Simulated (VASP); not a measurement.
# CaMoI (P4/nmm) in VASP: single point with PBE

Aim: the single point of CaMoI with PBE.

Everything below comes from runs of VASP 6.6.1. Logs are shortened: lines on timing, memory, paths and dates and some standing lists are left out, and cuts for length are marked.

### 1 The cell of the first run

Symmetry: P4/nmm, No. 129, tetragonal system. Conventional cell: a = 4.228 Å, b = 4.228 Å, c = 9.286 Å, α = 90.00°, β = 90.00°, γ = 90.00°. Within 3.4 Å of Ca (site symmetry 4mm) lie 4 Mo at 2.58 Å and 4 I at 3.36 Å. Mo (site symmetry -4m2) has 4 Ca at 2.58 Å and 4 Mo at 2.99 Å within 3.4 Å. I (site symmetry 4mm) has 6 Ca at 3.36 to 4.78 Å and 4 Mo at 3.68 Å and 8 I at 4.23 to 4.42 Å within 4.8 Å.

### 2 Single point, PBE

Input file INCAR:

```
PREC = Accurate
ENCUT = 520
EDIFF = 1E-6
ISMEAR = -1
SIGMA = 0.1
LREAL = F
LASPH = T
NELM = 100
ALGO = Normal
ISIF = 2
LWAVE = F
LCHARG = T
GGA = PE
LELF = T
LVHAR = T
NBANDS = 40
```

Input file KPOINTS:

```
Automatic mesh
0
Gamma
  8 8 4
```

Input file POSCAR:

```
CaMoI
1.0
    4.2281820000      0.0000000000      0.0000000000
    0.0000000000      4.2281820000      0.0000000000
    0.0000000000      0.0000000000      9.2862130000
Ca Mo I
2 2 2
Direct
    0.0000000000      0.5000000000      0.1600000000
    0.5000000000      0.0000000000      0.8400000000
    0.0000000000      0.0000000000      0.0000000000
    0.5000000000      0.5000000000      0.0000000000
    0.0000000000      0.5000000000      0.6750000000
    0.5000000000      0.0000000000      0.3250000000
```

Potentials or basis: VASP PAW PBE potentials, release 64 (Ca_sv, Mo_sv, I).

Command:

```bash
$ cat potpaw_PBE.64/Ca_sv/POTCAR potpaw_PBE.64/Mo_sv/POTCAR potpaw_PBE.64/I/POTCAR > POTCAR
$ mpirun -np 1 vasp_std > vasp.out
```

OUTCAR:

```text
PREC = Accurate
   ENCUT = 520
   EDIFF = 1E-6
   ISMEAR = -1
   LREAL = F
   LASPH = T
   NELM = 100
   ISIF = 2
   GGA = PE

 ion  position               nearest neighbor table
   1  0.000  0.500  0.160-   3 2.58   4 2.58   3 2.58   4 2.58   6 3.36   6 3.36   6 3.36   6 3.36

   2  0.500  0.000  0.840-   3 2.58   4 2.58   4 2.58   3 2.58   5 3.36   5 3.36   5 3.36   5 3.36

   3  0.000  0.000  0.000-   1 2.58   2 2.58   1 2.58   2 2.58   4 2.99   4 2.99   4 2.99   4 2.99

   4  0.500  0.500  0.000-   1 2.58   2 2.58   2 2.58   1 2.58   3 2.99   3 2.99   3 2.99   3 2.99

   5  0.000  0.500  0.675-   2 3.36   2 3.36   2 3.36   2 3.36
   6  0.500  0.000  0.325-   1 3.36   1 3.36   1 3.36   1 3.36

  LATTYP: Found a simple tetragonal cell.
 ALAT       =     4.2281820000
 C/A-ratio  =     2.1962661494

  Lattice vectors:

 A1 = (   4.2281820000,   0.0000000000,   0.0000000000)
 A2 = (   0.0000000000,   4.2281820000,   0.0000000000)
 A3 = (   0.0000000000,   0.0000000000,   9.2862130000)

Analysis of symmetry for initial positions (statically):
=====================================================================
 Subroutine PRICEL returns:
 Original cell was already a primitive cell.

 Routine SETGRP: Setting up the symmetry group for a
 simple tetragonal supercell.

 Subroutine GETGRP returns: Found 16 space group operations
 (whereof  8 operations were pure point group operations)
 out of a pool of 16 trial point group operations.

The static configuration has the point symmetry D_2d.
 The point group associated with its full space group is D_4h.

Analysis of symmetry for dynamics (positions and initial velocities):
=====================================================================
 Subroutine PRICEL returns:
 Original cell was already a primitive cell.

 Routine SETGRP: Setting up the symmetry group for a
 simple tetragonal supercell.

 Subroutine GETGRP returns: Found 16 space group operations
 (whereof  8 operations were pure point group operations)
 out of a pool of 16 trial point group operations.

The dynamic configuration has the point symmetry D_2d.
 The point group associated with its full space group is D_4h.

 Subroutine INISYM returns: Found 16 space group operations
 (whereof  8 operations are pure point group operations),
 and found     1 'primitive' translations

[... 101 lines left out ...]
   NELM   =    100;   NELMIN=  2; NELMDL= -5     # of ELM steps
   EDIFF  = 0.1E-05   stopping-criterion for ELM
   LREAL  =      F    real-space projection
   EDIFFG = 0.1E-04   stopping-criterion for IOM
   NSW    =      0    number of steps for IOM
   IBRION =     -1    ionic relax: 0-MD 1-quasi-New 2-CG
   NFREE  =      0    steps in history (QN), initial steepest desc. (CG)
   ISIF   =      2    stress and relaxation
   ISYM   =      2    0-nonsym 1-usesym 2-fastsym
   POTIM  = 0.5000    time-step for ionic-motion
   TEBEG  =    0.0;   TEEND  =   0.0 temperature during run
   PSTRESS=    0.0 pullay stress
   NELECT =      62.0000    total number of electrons
   NUPDOWN=      -1.0000    fix difference up-down
   EMIN   =  10.00;   EMAX   =-10.00  energy-range for DOS
   EFERMI =   0.00;   METHOD = LEGACY
   ISMEAR =    -1;   SIGMA  =   0.10  broadening in eV -4-tet -1-fermi 0-gaus
   EFERMI_NEDOS =   21; number of points for ismear=-14 and -15
   IALGO  =     38    algorithm
   IMIX   =      4    mixing-type and parameters
     AMIX     =   0.40;   BMIX     =  1.00
     AMIX_MAG =   1.60;   BMIX_MAG =  1.00
  volume/ion in A,a.u.               =      27.67       186.72
  Fermi-wavevector in a.u.,A,eV,Ry     =   1.178936  2.227865 18.910588  1.389889
  Thomas-Fermi vector in A             =   2.315256
   LORBIT       =      0    0 simple, 1 ext, 2 COOP (PROOUT), +10 PAW based schemes
   GGA     = PE    functional components
   LHFCALC =     F    Hartree Fock is set to
   AEXX    =    0.0000 exact exchange contribution
   IVDW    =     0    specifies the selected vdW correction
   LEPSILON=     F    determine dielectric tensor
   LRPA    =     F    only Hartree local field effects (RPA)
 non-spin polarized calculation
  energy-cutoff  :      520.00
  volume of cell :      166.01
 maximum number of plane-waves:      4496
 NGX is ok and might be reduce to    32
   NGX = 15   NGY = 15   NGZ = 35

 number of electron      62.0000009 magnetization

 Free energy of the ion-electron system (eV)
  ---------------------------------------------------
  ext. energy  EPLUGINS =         0.00000000
  ---------------------------------------------------
  free energy    TOTEN  =       -21.98998824 eV

  energy without entropy =      -21.69725476  energy(sigma->0) =      -21.84362150

 E-fermi :   5.3879     XC(G=0):  -9.4387

 val. band max:        5.3802723249   @ k =   0.5000   0.1250   0.2500
 cond. band min:       5.3884276034   @ k =   0.5000   0.1250   0.0000
 fundamental gap:      0.0081552785
 Fermi energy:         5.3879189833

 k-point     1 :       0.0000    0.0000    0.0000
  band No.  band energies     occupation
      1     -54.8000      2.00000
      2     -54.7158      2.00000
      3     -34.5979      2.00000
      4     -34.5565      2.00000
      5     -29.1676      2.00000
      6     -29.1676      2.00000
[... 1021 lines left out ...]
     39       9.7984      0.00000
     40       9.7984      0.00000

 [... further k-points ...]

------------------------ aborting loop because EDIFF is reached ----------------------------------------

  FORCE on cell =-STRESS in cart. coord.  units (eV):
  Direction    XX          YY          ZZ          XY          YZ          ZX
  --------------------------------------------------------------------------------------
  -------------------------------------------------------------------------------------
  Total        4.4682702      4.4682702     14.6562878      0.0000000      0.0000000      0.0000000
  in kB       43.1225093     43.1225093    141.4453190      0.0000000      0.0000000      0.0000000
  external PRESSURE =      75.8967792 kB  Pullay stress =       0.0000000 kB

 VOLUME and BASIS-vectors are now :
 -----------------------------------------------------------------------------
  energy-cutoff  :      520.00
  volume of cell :      166.01
      direct lattice vectors                 reciprocal lattice vectors
     4.228182000  0.000000000  0.000000000     0.236508268  0.000000000  0.000000000
     0.000000000  4.228182000  0.000000000     0.000000000  0.236508268  0.000000000
     0.000000000  0.000000000  9.286213000     0.000000000  0.000000000  0.107686524

 POSITION                                       TOTAL-FORCE (eV/Angst)
 -----------------------------------------------------------------------------------
      0.00000      2.11409      1.48579         0.000000     -0.000000      5.618923
      2.11409      0.00000      7.80042         0.000000      0.000000     -5.618923
      0.00000      0.00000      0.00000         0.000000     -0.000000     -0.000000
      2.11409      2.11409      0.00000         0.000000      0.000000     -0.000000
      0.00000      2.11409      6.26819         0.000000     -0.000000      0.329002
      2.11409      0.00000      3.01802         0.000000      0.000000     -0.329002
 -----------------------------------------------------------------------------------
    total drift:                                0.000000     -0.000000     -0.000000

  FREE ENERGIE OF THE ION-ELECTRON SYSTEM (eV)
  ---------------------------------------------------
  free  energy   TOTEN  =       -21.9899882399 eV

  energy  without entropy=      -21.6972547553  energy(sigma->0) =      -21.84362150
```

OSZICAR:

```text
N       E                     dE             d eps       ncg     rms          rms(c)
DAV:   1     0.652537303205E+03    0.65254E+03   -0.31945E+04  3704   0.146E+03
DAV:   2     0.135487976417E+02   -0.63899E+03   -0.62086E+03  4040   0.434E+02
DAV:   3    -0.233885293746E+02   -0.36937E+02   -0.34789E+02  5392   0.864E+01
DAV:   4    -0.257666329808E+02   -0.23781E+01   -0.23434E+01  5936   0.171E+01
DAV:   5    -0.258108733823E+02   -0.44240E-01   -0.44222E-01  5104   0.238E+00    0.133E+01
DAV:   6    -0.225111103818E+02    0.32998E+01   -0.17850E+01  4576   0.161E+01    0.800E+00
DAV:   7    -0.220853956557E+02    0.42571E+00   -0.42775E+00  4472   0.857E+00    0.347E+00
DAV:   8    -0.220006365840E+02    0.84759E-01   -0.40813E-01  4672   0.282E+00    0.182E+00
DAV:   9    -0.219876400084E+02    0.12997E-01   -0.98852E-02  5176   0.134E+00    0.428E-01
DAV:  10    -0.219885131774E+02   -0.87317E-03   -0.95599E-03  5408   0.444E-01    0.213E-01
DAV:  11    -0.219898167544E+02   -0.13036E-02   -0.19657E-03  4448   0.183E-01    0.659E-02
DAV:  12    -0.219898915954E+02   -0.74841E-04   -0.43458E-04  4456   0.938E-02    0.349E-02
DAV:  13    -0.219899617183E+02   -0.70123E-04   -0.89988E-05  4080   0.357E-02    0.176E-02
DAV:  14    -0.219899862422E+02   -0.24524E-04   -0.28432E-05  3912   0.209E-02    0.649E-03
DAV:  15    -0.219899883144E+02   -0.20722E-05   -0.46679E-06  3864   0.737E-03    0.318E-03
DAV:  16    -0.219899882399E+02    0.74467E-07   -0.35533E-07  2816   0.249E-03
   1 F= -.21989988E+02 E0= -.21843621E+02  d E =-.292733E+00
```

Wall time 4.2 min (1 thread of Intel Xeon Platinum 8259CL at 2.50GHz (Skylake/Cascade Lake), shared host); peak memory 0.43 GiB.

What came out:

- Free energy: -21.9900 eV
- Pressure: 7.6 GPa
- Largest force: 5.619 eV/Å
- Band gap on the k mesh: zero (bands 31 and 32 overlap by 0.66 eV)

Forces on the atoms (eV/Å):
```
Ca   0.000  0.000  5.619
Ca   0.000  0.000 -5.619
Mo   0.000  0.000  0.000
Mo   0.000  0.000  0.000
I    0.000  0.000  0.329
I    0.000  0.000 -0.329
```

Stress tensor (GPa, compression positive):
```
 4.31  0.00  0.00
 0.00  4.31  0.00
 0.00  0.00 14.14
```

Levels at points of the mesh, in eV from the Fermi level:
| k point | band 26 | band 27 | band 28 | band 29 | band 30 | band 31 | band 32 | band 33 | band 34 | band 35 |
| --- | --- | --- | --- | --- | --- | --- | --- | --- | --- | --- |
| (0.00, 0.00, 0.00) | -2.28 | -2.02 | -0.97 | -0.96 | -0.96 | -0.36 | 0.99 | 0.99 | 1.19 | 2.83 |
| (0.50, 0.00, 0.00) | -1.32 | -0.86 | -0.86 | -0.34 | -0.34 | -0.20 | -0.20 | -0.20 | -0.20 | 0.25 |
| (0.50, 0.50, 0.00) | -2.59 | -0.87 | -0.87 | -0.02 | -0.02 | 0.20 | 0.20 | 0.46 | 0.46 | 1.33 |
| (0.00, 0.00, 0.50) | -2.21 | -2.20 | -1.00 | -1.00 | -0.96 | 0.44 | 1.01 | 1.01 | 1.18 | 1.83 |
| (0.50, 0.00, 0.50) | -1.22 | -0.85 | -0.85 | -0.37 | -0.37 | -0.21 | -0.21 | -0.21 | -0.21 | -0.07 |
| (0.50, 0.50, 0.50) | -2.58 | -0.96 | -0.96 | -0.05 | -0.05 | 0.39 | 0.39 | 0.46 | 0.46 | 1.76 |

Caveat: the cell stands under pressure; spin-orbit coupling is left out, which moves the levels of the heavy elements; forces of over 1 eV/Å act on the atoms, so gaps and moduli don't describe the material at rest.
